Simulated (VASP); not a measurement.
Be2C: relaxation of cell and atoms with r2SCAN

Crystal: Be2C.

```
Be C
1.0
     0.00000    2.16419    2.16419
     2.16419    0.00000    2.16419
     2.16419    2.16419    0.00000
Be C
2 1
Direct
  0.75000 0.75000 0.75000
  0.25000 0.25000 0.25000
  0.00000 0.00000 0.00000
```

| Quantity | Value |
| --- | --- |
| Program | VASP 6.6.1 |
| Task | relaxation of cell and atoms |
| Functional | r2SCAN |
| Potentials or basis | VASP PAW PBE potentials, release 64 (Be, C) |
| Cutoff | 660 eV |
| k mesh | 10 × 10 × 10 |
| Occupations | fermi-dirac, width 0.02 eV |
| Spin | no spin polarisation |
| Dipole correction | no |
| Further INCAR settings | ALGO = Normal; EDIFF = 1e-07; IBRION = 2; EDIFFG = -0.005; NSW = 80; ISIF = 3 |

```json
{
  "Relaxed volume": "6.75 Å³/atom",
  "Relaxed cell": "a = 3.059 Å, b = 3.059 Å, c = 3.059 Å, α = 60.00°, β = 60.00°, γ = 60.00°",
  "Space group after relaxing (to 0.1 Å)": "Fm-3m (No. 225)",
  "Energy gained by relaxing": "0.0 meV/atom",
  "Ionic steps": "2",
  "Pressure after relaxing": "0.1 GPa",
  "Band gap on the k mesh": "1.52 eV (least direct gap 4.62 eV)"
}
```

Final structure:
```cif
data_structure
_symmetry_space_group_name_H-M 'P 1'
_symmetry_Int_Tables_number 1
_cell_length_a 3.0589
_cell_length_b 3.0589
_cell_length_c 3.0589
_cell_angle_alpha 60.000
_cell_angle_beta 60.000
_cell_angle_gamma 60.000
_cell_volume 20.24
loop_
_atom_site_label
_atom_site_type_symbol
_atom_site_fract_x
_atom_site_fract_y
_atom_site_fract_z
_atom_site_occupancy
Be1 Be 0.75000 0.75000 0.75000 1
Be2 Be 0.25000 0.25000 0.25000 1
C1 C 0.00000 0.00000 0.00000 1
```

Levels at points of the mesh, in eV from the valence-band top:
| k point | band 2 | band 3 | band 4 | band 5 | band 6 | band 7 |
| --- | --- | --- | --- | --- | --- | --- |
| (0.00, 0.00, 0.00) | 0.00 | 0.00 | 0.00 | 4.62 | 4.62 | 4.62 |
| (0.50, 0.00, 0.00) | -9.09 | -1.90 | -1.90 | 5.54 | 5.54 | 7.58 |
| (0.50, 0.50, 0.00) | -7.14 | -4.92 | -4.92 | 1.52 | 6.19 | 14.42 |

It took 2.7 min on 1 thread of Intel Xeon 8259CL (shared host), peak memory 0.16 GiB.

Caveat: the PAW data sets were made with another functional, which shifts forces and pressure a little. A k mesh can miss the band edges.
